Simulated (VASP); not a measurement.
A run of VASP 6.6.1 is set up as follows.

INCAR

```
PREC = Accurate
ENCUT = 520
EDIFF = 1E-6
ISMEAR = 1
SIGMA = 0.05
LREAL = False
LASPH = True
NELM = 60
ALGO = Normal
ISIF = 2
LWAVE = False
LCHARG = False
GGA = PE
NBANDS = 17
```

File KPOINTS:

```
Automatic mesh
0
Gamma
  12 12 12
```

POSCAR

```
Pt
1.0
    0.0000000000      2.9009148091      2.9009148091
    2.9009148091      0.0000000000      2.9009148091
    2.9009148091      2.9009148091      0.0000000000
Pt
2
Direct
    0.0000000000      0.0000000000      0.0000000000
    0.2500000000      0.2500000000      0.2500000000
```

Potentials or basis: VASP PAW PBE potentials, release 64 (Pt).

The run is started by

```sh
$ cat potpaw_PBE.64/Pt/POTCAR > POTCAR
$ mpirun -np 1 vasp_std > vasp.out
```

Predict the pressure.

-2.0 GPa.

Estimate the band gap on the k mesh.

zero (band 10 reaches 5.05 eV, above the bottom of band 11 at 4.46 eV).

Caveat: spin-orbit coupling is left out, which moves the levels of the heavy elements.
